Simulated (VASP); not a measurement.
**CdF2: single point with PBEsol**

CdF2:

```xyz
3
Lattice="0.0000 2.6183 2.6183 2.6183 0.0000 2.6183 2.6183 2.6183 0.0000" Properties=species:S:1:pos:R:3 pbc="T T T"
Cd    0.0000    0.0000    0.0000
F     1.3091    1.3091    1.3091
F     3.9274    3.9274    3.9274
```

```yaml
Program: VASP 6.6.1
Task: single point
Functional: PBEsol
Potentials_or_basis: VASP PAW PBE potentials, release 64 (Cd_sv_GW, F)
Cutoff: 700 eV
k_mesh: 8 × 8 × 8
Occupations: gaussian, width 0.05 eV
Spin: no spin polarisation
Dipole_correction: no
Further_INCAR_settings: ALGO = Normal; EDIFF = 1e-06; NBANDS = 24
```

```json
{
  "Pressure": "10.7 GPa",
  "Band gap on the k mesh": "3.22 eV (least direct gap 3.59 eV)"
}
```

Levels at points of the mesh, in eV from the valence-band top:
```tsv
k point	band 14	band 15	band 16	band 17	band 18	band 19	band 20	band 21
(0.00, 0.00, 0.00)	-1.25	-0.37	-0.37	-0.37	3.22	12.87	12.87	12.87
(0.50, 0.00, 0.00)	-2.24	-2.24	-0.32	-0.32	7.73	9.21	15.07	15.07
(0.50, 0.50, 0.00)	-3.18	-0.72	-0.10	-0.10	8.59	9.96	11.84	14.87
```

Run time: 31 s on 1 thread of AMD EPYC 7R13 Processor (Zen 3), with other jobs on the host, peak memory 0.18 GiB.

Caveat: the cell stands under pressure; the PAW data sets were made with another functional, which shifts forces and pressure a little. A k mesh can miss the band edges.
